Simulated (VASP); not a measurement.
# LiH2 (I4/mmm) in VASP: relaxation of cell and atoms with PBE

Aim: the relaxation of cell and atoms of LiH2 with PBE.

Program: VASP 6.6.1. These are calculated values, not measurements. Logs are shortened: lines on timing, memory, paths and dates and some standing lists are left out, and cuts for length are marked.

### 1 The cell of the first run

Symmetry: I4/mmm, No. 139, tetragonal system. The conventional cell has a = 4.815 Å, b = 4.815 Å, c = 6.521 Å, α = 90.00°, β = 90.00°, γ = 90.00°. Li (site symmetry mmm) has 4 H at 1.87 Å within 2.5 Å. Within 1.9 Å of H (site symmetry m2m) lie 3 H at 1.33 to 1.88 Å and 2 Li at 1.87 Å.

The cell was generated, and may not be a known phase.

### 2 Relaxation of cell and atoms, PBE

Contents of INCAR:

```
ALGO = Normal
EDIFF = 1E-7
EDIFFG = -0.01
ENCUT = 1230
GGA = PE
GGA_COMPAT = False
IBRION = 2
ISIF = 3
ISMEAR = 0
LASPH = True
LCHARG = False
LREAL = False
LWAVE = False
NELM = 120
NELMIN = 4
NSW = 100
PREC = Accurate
SIGMA = 0.02
```

Contents of KPOINTS:

```
k-points
0
Gamma
  8 8 8
```

Contents of POSCAR:

```
LiH2
1.0
   -2.4077216778      2.4077216778      3.2606225800
    2.4077216778     -2.4077216778      3.2606225800
    2.4077216778      2.4077216778     -3.2606225800
Li H
2 4
Direct
    0.0000000000      0.5000000000      0.5000000000
    0.5000000000      0.0000000000      0.5000000000
    0.3621595959      0.3621595959      0.7243191918
    0.3621595959      0.6378404041      0.0000000000
    0.6378404041      0.3621595959      0.0000000000
    0.6378404041      0.6378404041      0.2756808082
```

Potentials or basis: VASP PAW PBE potentials, release 64 (Li_sv, H_h).

On the command line:

```bash
> cat potpaw_PBE.64/Li_sv/POTCAR potpaw_PBE.64/H_h/POTCAR > POTCAR
> mpirun -np 1 vasp_std > vasp.out
```

OUTCAR:

```text
EDIFF = 1E-7
   EDIFFG = -0.01
   ENCUT = 1230
   GGA = PE
   IBRION = 2
   ISIF = 3
   ISMEAR = 0
   LASPH = True
   LREAL = False
   NELM = 120
   NELMIN = 4
   NSW = 100
   PREC = Accurate

 ion  position               nearest neighbor table
   1  0.000  0.500  0.500-
   2  0.500  0.000  0.500-
   3  0.362  0.362  0.724-
   4  0.362  0.638  0.000-
   5  0.638  0.362  0.000-
   6  0.638  0.638  0.276-

  LATTYP: Found a body centered tetragonal cell.
 ALAT       =     4.8154433556
 C/A-ratio  =     1.3542356702

  Lattice vectors:

 A1 = (  -2.4077216778,   2.4077216778,   3.2606225800)
 A2 = (   2.4077216778,  -2.4077216778,   3.2606225800)
 A3 = (   2.4077216778,   2.4077216778,  -3.2606225800)

Analysis of symmetry for initial positions (statically):
=====================================================================
 Subroutine PRICEL returns:
 Original cell was already a primitive cell.

 Routine SETGRP: Setting up the symmetry group for a
 body centered tetragonal supercell.

 Subroutine GETGRP returns: Found 16 space group operations
 (whereof 16 operations were pure point group operations)
 out of a pool of 16 trial point group operations.

The static configuration has the point symmetry D_4h.

Analysis of symmetry for dynamics (positions and initial velocities):
=====================================================================
 Subroutine PRICEL returns:
 Original cell was already a primitive cell.

 Routine SETGRP: Setting up the symmetry group for a
 body centered tetragonal supercell.

 Subroutine GETGRP returns: Found 16 space group operations
 (whereof 16 operations were pure point group operations)
 out of a pool of 16 trial point group operations.

The dynamic configuration has the point symmetry D_4h.

 Subroutine INISYM returns: Found 16 space group operations
 (whereof 16 operations are pure point group operations),
 and found     1 'primitive' translations

----------------------------------------------------------------------------------------

                                     Primitive cell

  volume of cell :      75.6089

  direct lattice vectors                    reciprocal lattice vectors
    -2.407721678  2.407721678  3.260622580     0.000000000  0.207665198  0.153344948
     2.407721678 -2.407721678  3.260622580     0.207665198  0.000000000  0.153344948
     2.407721678  2.407721678 -3.260622580     0.207665198  0.207665198  0.000000000

  length of vectors
     4.714436018  4.714436018  4.714436018     0.258146291  0.258146291  0.293682940

  position of ions in fractional coordinates (direct lattice)
     0.000000000  0.500000000  0.500000000
     0.500000000  0.000000000  0.500000000
     0.362159596  0.362159596  0.724319192
     0.362159596  0.637840404  0.000000000
     0.637840404  0.362159596  0.000000000
     0.637840404  0.637840404  0.275680808

  ion indices of the primitive-cell ions
   primitive index   ion index
                 1           1
                 2           2
                 3           3
                 4           4
                 5           5
                 6           6

----------------------------------------------------------------------------------------

 KPOINTS: k-points

Automatic generation of k-mesh.
 Grid dimensions read from file:
 generate k-points for:    8    8    8

 Generating k-lattice:

  Cartesian coordinates                     Fractional coordinates (reciprocal lattice)
     0.000000000  0.025958150  0.019168119     0.125000000  0.000000000  0.000000000
     0.025958150  0.000000000  0.019168119     0.000000000  0.125000000  0.000000000
     0.025958150  0.025958150  0.000000000     0.000000000  0.000000000  0.125000000

  Length of vectors
     0.032268286  0.032268286  0.036710368

  Shift w.r.t. Gamma in fractional coordinates (k-lattice)
     0.000000000  0.000000000  0.000000000

 Subroutine IBZKPT returns following result:
 ===========================================

 Found     59 irreducible k-points:

 Following reciprocal coordinates:
            Coordinates               Weight
  0.000000  0.000000  0.000000      1.000000
  0.125000  0.000000  0.000000      8.000000
  0.250000  0.000000  0.000000      8.000000
  0.375000  0.000000  0.000000      8.000000
  0.500000  0.000000  0.000000      4.000000
  0.125000  0.125000  0.000000      8.000000
[... 16 lines left out ...]
  0.250000  0.125000  0.125000     16.000000
  0.375000  0.125000  0.125000      8.000000
 [... further k-points ...]
   k-points           NKPTS =     59   k-points in BZ     NKDIM =     59   number of bands    NBANDS=      9
   number of dos      NEDOS =    301   number of ions     NIONS =      6
   total plane-waves  NPLWV = 157464
   dimension x,y,z NGX =    54 NGY =   54 NGZ =   54
   dimension x,y,z NGXF=   108 NGYF=  108 NGZF=  108
   ions per type =               2   4
   NGX,Y,Z   is equivalent  to a cutoff of  19.04, 19.04, 19.04 a.u.
   NGXF,Y,Z  is equivalent  to a cutoff of  38.08, 38.08, 38.08 a.u.
 SYSTEM =  unknown system
   PREC   = accura    normal or accurate (medium, high low for compatibility)
   ISTART =      0    job   : 0-new  1-cont  2-samecut
   ICHARG =      2    charge: 1-file 2-atom 10-const
   ISPIN  =      1    spin polarized calculation?
   LNONCOLLINEAR =      F non collinear calculations
   LSORBIT =      F    spin-orbit coupling
   LASPH  =      T    aspherical Exc in radial PAW
   ENCUT  = 1230.0 eV  90.40 Ry    9.51 a.u.  13.48 13.48 13.48*2*pi/ulx,y,z
   NELM   =    120;   NELMIN=  4; NELMDL= -5     # of ELM steps
   EDIFF  = 0.1E-06   stopping-criterion for ELM
   LREAL  =      F    real-space projection
   EDIFFG = -.1E-01   stopping-criterion for IOM
   NSW    =    100    number of steps for IOM
   IBRION =      2    ionic relax: 0-MD 1-quasi-New 2-CG
   NFREE  =      1    steps in history (QN), initial steepest desc. (CG)
   ISIF   =      3    stress and relaxation
   ISYM   =      2    0-nonsym 1-usesym 2-fastsym
   POTIM  = 0.5000    time-step for ionic-motion
   TEBEG  =    0.0;   TEEND  =   0.0 temperature during run
   PSTRESS=    0.0 pullay stress
   NELECT =      10.0000    total number of electrons
   NUPDOWN=      -1.0000    fix difference up-down
   EMIN   =  10.00;   EMAX   =-10.00  energy-range for DOS
   EFERMI =   0.00;   METHOD = LEGACY
   ISMEAR =     0;   SIGMA  =   0.02  broadening in eV -4-tet -1-fermi 0-gaus
   EFERMI_NEDOS =   21; number of points for ismear=-14 and -15
   IALGO  =     38    algorithm
   IMIX   =      4    mixing-type and parameters
     AMIX     =   0.40;   BMIX     =  1.00
     AMIX_MAG =   1.60;   BMIX_MAG =  1.00
  volume/ion in A,a.u.               =      12.60        85.04
  Fermi-wavevector in a.u.,A,eV,Ry     =   0.834098  1.576217  9.465840  0.695720
  Thomas-Fermi vector in A             =   1.947433
   LORBIT       =      0    0 simple, 1 ext, 2 COOP (PROOUT), +10 PAW based schemes
   GGA     = PE    functional components
   LHFCALC =     F    Hartree Fock is set to
   AEXX    =    0.0000 exact exchange contribution
   IVDW    =     0    specifies the selected vdW correction
   LEPSILON=     F    determine dielectric tensor
   LRPA    =     F    only Hartree local field effects (RPA)
 conjugate gradient relaxation of ions
 non-spin polarized calculation
 Gauss-broadening in eV      SIGMA  =   0.02
  energy-cutoff  :     1230.00
  volume of cell :       75.61
 maximum number of plane-waves:      7447
 NGX is ok and might be reduce to    54
   NGX = 27   NGY = 27   NGZ = 27

--------------------------------------- Ionic step        1  -------------------------------------------

 number of electron      10.0000000 magnetization

 number of electron       9.9999998 magnetization

 Free energy of the ion-electron system (eV)
  ---------------------------------------------------
  ext. energy  EPLUGINS =         0.00000000
  ---------------------------------------------------
  free energy    TOTEN  =       -15.58726023 eV

  energy without entropy =      -15.58726023  energy(sigma->0) =      -15.58726023

------------------------ aborting loop because EDIFF is reached ----------------------------------------

  FORCE on cell =-STRESS in cart. coord.  units (eV):
  Direction    XX          YY          ZZ          XY          YZ          ZX
  --------------------------------------------------------------------------------------
  -------------------------------------------------------------------------------------
  Total        0.0342153      0.0342153      0.0329231      0.0000000     -0.0000000      0.0000000
  in kB        0.7250337      0.7250337      0.6976516      0.0000000     -0.0000000      0.0000000
  external PRESSURE =       0.7159063 kB  Pullay stress =       0.0000000 kB
[... 65 lines left out ...]
  energy  without entropy=      -15.5873954642  energy(sigma->0) =      -15.58739546

--------------------------------------- Ionic step        3  -------------------------------------------

 number of electron       9.9999999 magnetization

 Free energy of the ion-electron system (eV)
  ---------------------------------------------------
  ext. energy  EPLUGINS =         0.00000000
  ---------------------------------------------------
  free energy    TOTEN  =       -15.58746442 eV

  energy without entropy =      -15.58746442  energy(sigma->0) =      -15.58746442

 E-fermi :  -1.8150     XC(G=0):  -6.2519

 val. band max:       -1.9168786768   @ k =   0.5000   0.5000   0.0000
 cond. band min:      -0.3665928643   @ k =   0.2500   0.2500   0.2500
 fundamental gap:      1.5502858125
 Fermi energy:        -1.8150445220

 k-point     1 :       0.0000    0.0000    0.0000
  band No.  band energies     occupation
      1     -46.7842      2.00000
      2     -46.7771      2.00000
      3      -8.3518      2.00000
      4      -2.2376      2.00000
      5      -2.2376      2.00000
      6       1.3516      0.00000
      7       3.9334      0.00000
      8       4.6341      0.00000
      9       6.6286      0.00000
[... 265 lines left out ...]
 k-point    24 :       0.3750    0.1250    0.1250
  band No.  band energies     occupation
      1     -46.7806      2.00000
      2     -46.7806      2.00000
      3      -8.0740      2.00000
      4      -2.9329      2.00000
      5      -2.4363      2.00000
      6       0.6129      0.00000
      7       3.1379      0.00000
      8       3.4405      0.00000
      9       6.4449      0.00000

 [... further k-points ...]

------------------------ aborting loop because EDIFF is reached ----------------------------------------

  FORCE on cell =-STRESS in cart. coord.  units (eV):
  Direction    XX          YY          ZZ          XY          YZ          ZX
  --------------------------------------------------------------------------------------
  -------------------------------------------------------------------------------------
  Total       -0.0162521     -0.0162521      0.0345308      0.0000000      0.0000000      0.0000000
  in kB       -0.3437206     -0.3437206      0.7303004      0.0000000      0.0000000      0.0000000
  external PRESSURE =       0.0142864 kB  Pullay stress =       0.0000000 kB
[... 21 lines left out ...]
  FREE ENERGIE OF THE ION-ELECTRON SYSTEM (eV)
  ---------------------------------------------------
  free  energy   TOTEN  =       -15.5874644197 eV

  energy  without entropy=      -15.5874644197  energy(sigma->0) =      -15.58746442

 reached required accuracy - stopping structural energy minimisation
```

It took 3.5 min on 1 thread of AMD EPYC 9R45 (Zen 5), shared host; peak memory 0.46 GiB.

What came out:

- Free energy: -15.5875 eV
- Relaxed volume: 12.63 Å³/atom
- Relaxed cell: a = 4.717 Å, b = 4.717 Å, c = 4.717 Å, α = 118.58°, β = 118.58°, γ = 92.48°
- Space group after relaxing (to 0.1 Å): I4/mmm (No. 139)
- Energy gained by relaxing: 0.0 meV/atom
- Ionic steps: 3
- Pressure after relaxing: 0.0 GPa
- Band gap on the k mesh: 1.55 eV (least direct gap 1.80 eV)

The path:
| step | energy change (eV) | largest force (eV/Å) | pressure (GPa) | volume (Å³) |
| --- | --- | --- | --- | --- |
| 1 | 0.0000 | 0.0273 | 0.07 | 75.61 |
| 2 | -0.0001 | 0.0157 | 0.04 | 75.67 |
| 3 | -0.0002 | 0.0000 | 0.00 | 75.76 |

Final structure:
```yaml
crystal:
  lattice:
    - [-2.40930, 2.40930, 3.26268]
    - [2.40930, -2.40930, 3.26268]
    - [2.40930, 2.40930, -3.26268]
  atoms:
    - { symbol: Li, position: [0.00000, 0.50000, 0.50000] }
    - { symbol: Li, position: [0.50000, 0.00000, 0.50000] }
    - { symbol: H, position: [0.36170, 0.36170, 0.72340] }
    - { symbol: H, position: [0.36170, 0.63830, 0.00000] }
    - { symbol: H, position: [0.63830, 0.36170, 0.00000] }
    - { symbol: H, position: [0.63830, 0.63830, 0.27660] }
```
